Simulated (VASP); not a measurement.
CaIr2, 6 atoms in the cell. Symmetry: Fd-3m, No. 227, cubic system. The conventional cell has a = 7.213 Å, b = 7.213 Å, c = 7.213 Å, α = 90.00°, β = 90.00°, γ = 90.00°. Within 3.9 Å of Ca (site symmetry -43m) lie 12 Ir at 2.99 Å and 4 Ca at 3.12 Å. Within 3.4 Å of Ir (site symmetry -3m) lie 6 Ir at 2.55 Å and 6 Ca at 2.99 Å. 

| Property | Result |
| --- | --- |
| Program | VASP 6.6.1 |
| Task | single point |
| Functional | r2SCAN |
| Potentials or basis | VASP PAW PBE potentials, release 64 (Ca_sv, Ir) |
| Cutoff | 520 eV |
| k mesh | 8 × 8 × 8 |
| Occupations | gaussian, width 0.1 eV |
| Spin | no spin polarisation |
| Dipole correction | no |
| Further INCAR settings | ALGO = Normal; EDIFF = 1e-07; NBANDS = 37 |

Potentials or basis: VASP PAW PBE potentials, release 64 (Ca_sv, Ir).

Run with:

```bash
$ cat potpaw_PBE.64/Ca_sv/POTCAR potpaw_PBE.64/Ir/POTCAR > POTCAR
$ cp INCAR.step1 INCAR
$ mpirun -np 1 vasp_std > vasp.out
$ cp INCAR.step2 INCAR
$ mpirun -np 1 vasp_std > vasp.out
```

Hardware: 1 thread of Intel(R) Xeon(R) 6975P-C (Granite Rapids), with other jobs on the host.

How long does it take, and how much memory?

It took 4 min on 1 thread of Intel(R) Xeon(R) 6975P-C (Granite Rapids) (shared host), peak memory 0.31 GiB. Counts: k points 29.
